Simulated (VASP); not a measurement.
Wanted: the native input for a VASP 6.6.1 run.

```
Task                   : single point
Functional             : PBE
Potentials or basis    : VASP PAW PBE potentials, release 64 (Li_sv, S)
Cutoff                 : 520 eV
k mesh                 : 12 × 12 × 12
Occupations            : gaussian, width 0.1 eV
Spin                   : no spin polarisation
Dipole correction      : no
Further INCAR settings : ALGO = Normal; EDIFF = 1e-06; NBANDS = 24
```

The structure of Li7S lies in POSCAR:

```
Li7S
1.0
    2.9812104502      1.7212026559      5.4805325496
   -2.9812104502      1.7212026559      5.4805325496
    0.0000000000     -3.4424053119      5.4805325496
Li S
7 1
Direct
    0.2221335685      0.7257916204      0.2221335685
    0.7257916204      0.2221335685      0.2221335685
    0.2221335685      0.2221335685      0.7257916204
    0.4146364796      0.9061757568      0.4146364796
    0.9061757568      0.4146364796      0.4146364796
    0.4146364796      0.4146364796      0.9061757568
    0.8078370726      0.8078370726      0.8078370726
    0.4837346040      0.4837346040      0.4837346040
```

The cell was generated, and may not be a known phase.

One way to write it, as run:

INCAR

```
SYSTEM = Li7S
PREC = Accurate
ENCUT = 520
EDIFF = 1E-6
ISMEAR = 0
SIGMA = 0.1
LREAL = .FALSE.
LASPH = .TRUE.
NELM = 60
ALGO = Normal
ISIF = 2
LWAVE = .FALSE.
LCHARG = .FALSE.
GGA = PE
NBANDS = 24
```

KPOINTS

```
regular mesh
0
G
  12 12 12
  0 0 0
```

Potentials or basis: VASP PAW PBE potentials, release 64 (Li_sv, S).

Command:

```sh
$ cat potpaw_PBE.64/Li_sv/POTCAR potpaw_PBE.64/S/POTCAR > POTCAR
$ mpirun -np 1 vasp_std > vasp.out
```

Results of the run:

* Largest force: 0.010 eV/Å
* Band gap on the k mesh: zero (an odd number of electrons rules out a gap without spin polarisation)

It took 8.8 min on 1 thread of Intel(R) Xeon(R) 6975P-C (Granite Rapids), on a shared host, peak memory 0.71 GiB.
